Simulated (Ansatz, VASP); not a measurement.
**HfO2 in VASP and in Ansatz**

```
Hf O
1.0
     3.39798    0.00000    0.00000
     0.00000    3.39798    0.00000
     0.00000    0.00000    5.33274
Hf O
2 4
Direct
  0.50000 0.50000 0.50000
  0.00000 0.00000 0.00000
  0.00000 0.50000 0.69616
  0.50000 0.00000 0.80384
  0.50000 0.00000 0.30384
  0.00000 0.50000 0.19616
```

Change from the starting cell: strain -0.050 along x and y, +0.025 along z, atoms carried along.

Alike in both runs: task single point; functional r2SCAN; k mesh 6 × 6 × 6; occupations gaussian, width 0.05 eV; no spin polarisation.

|  | VASP | Ansatz |
| --- | --- | --- |
| version | VASP 6.6.1 | Ansatz 0.2.0 |
| potentials or method | VASP PAW PBE potentials, release 64 (Hf_pv, O), cutoff 520 eV | scalar-relativistic, plane waves, PAW |
| valence electrons in the cell | 44 | 76 |

|  | VASP | Ansatz | Ansatz less VASP |
| --- | --- | --- | --- |
| gap on the k mesh at the Fermi level (eV) | 5.35 | 5.31 | -0.036 |
| least direct gap on the mesh (eV) | 5.41 | 5.42 | +0.010 |
| pressure (GPa) | 22.1 | 26.1 | +3.94 |
| traceless stress, the component that is largest in VASP (GPa) | -21.65 | -21.29 | +0.360 |
| rms of the force components (eV/Å) | 0.051 | 0.081 | +0.0295 |

VASP's potentials were made for PBE, not for r2SCAN. Atom by atom the forces differ by 0.029 eV/Å (rms over components). VASP's potentials hold 44 valence electrons a cell and Ansatz's 76, so a difference there can come from the potentials and not from the codes.

Neither program's run includes spin-orbit coupling.
